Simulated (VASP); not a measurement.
CdTe, 2 atoms in the cell. Symmetry: I-4m2, No. 119, tetragonal system. The conventional cell has a = 4.533 Å, b = 4.533 Å, c = 6.122 Å, α = 90.00°, β = 90.00°, γ = 90.00°. Within 3.6 Å of Cd (site symmetry -4m2) lie 4 Te at 2.73 Å. Within 3.6 Å of Te (site symmetry -4m2) lie 4 Cd at 2.73 Å.  This cell differs from its parent crystal: strain -0.0450 x Voigt [0, 0, 1, 0, 0, 0].

* Program: VASP 6.6.1
* Task: single point
* Functional: r2SCAN
* Potentials or basis: VASP PAW PBE potentials, release 64 (Cd, Te)
* Cutoff: 520 eV
* k mesh: 8 × 8 × 8
* Occupations: gaussian, width 0.05 eV
* Spin: no spin polarisation
* Dipole correction: no
* Further INCAR settings: ALGO = Normal; EDIFF = 1e-07; NBANDS = 16

Potentials or basis: VASP PAW PBE potentials, release 64 (Cd, Te).

Command:

```bash
$ cat potpaw_PBE.64/Cd/POTCAR potpaw_PBE.64/Te/POTCAR > POTCAR
$ cp INCAR.step1 INCAR
$ mpirun -np 1 vasp_std > vasp.out
$ cp INCAR.step2 INCAR
$ mpirun -np 1 vasp_std > vasp.out
```

Hardware: 1 thread of Intel Xeon 8259CL (shared host).

How long does it take, and how much memory?

Wall time 10 min on 1 thread of Intel Xeon 8259CL, on a shared host, peak memory 0.26 GiB. Counts: k points 59.
